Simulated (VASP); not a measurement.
Runs of VASP 6.6.1 on CdS. Symmetry: P6_3mc, No. 186, hexagonal system. The conventional cell has a = 4.150 Å, b = 4.150 Å, c = 6.737 Å, α = 90.00°, β = 90.00°, γ = 120.00°. Cd (site symmetry 3m) has 4 S at 2.53 to 2.54 Å within 3.3 Å. Within 3.3 Å of S (site symmetry 3m) lie 4 Cd at 2.53 to 2.54 Å. 

```tsv
task	level	cell	k mesh	cutoff (eV)	grid for exact exchange (PRECFOCK)	share of exact exchange	screening parameter	gap on the mesh (eV)	pressure (GPa)	relaxed volume (Å³/atom)	largest force (eV/Å)
single point	PBE-based screened hybrid with 40 % exact exchange	as given	4 × 4 × 2	520	Normal	0.4	0.2 1/Å	(a)	(c)	-	0.07
single point	PBE-based screened hybrid with 5 % exact exchange	as given	4 × 4 × 2	520	Normal	0.05	0.2 1/Å	1.40	(b)	-	0.06
relaxation of cell and atoms	BLYP+D3(BJ)	relaxed	7 × 7 × 4	600	-	-	-	1.13	0.0	25.44	-
relaxation of cell and atoms	BLYP+D4	relaxed	7 × 7 × 4	600	-	-	-	1.10	0.0	25.72	-
```

Alike in all rows: no spin polarisation.

Estimate the missing entries.

(a) 2.93; (b) 2.2; (c) 0.7.

Caveats: some runs use coarse meshes; the PAW data sets were made with another functional, which shifts forces and pressure a little.

A k mesh can miss the band edges, and the runs leave out spin-orbit coupling on Cd.
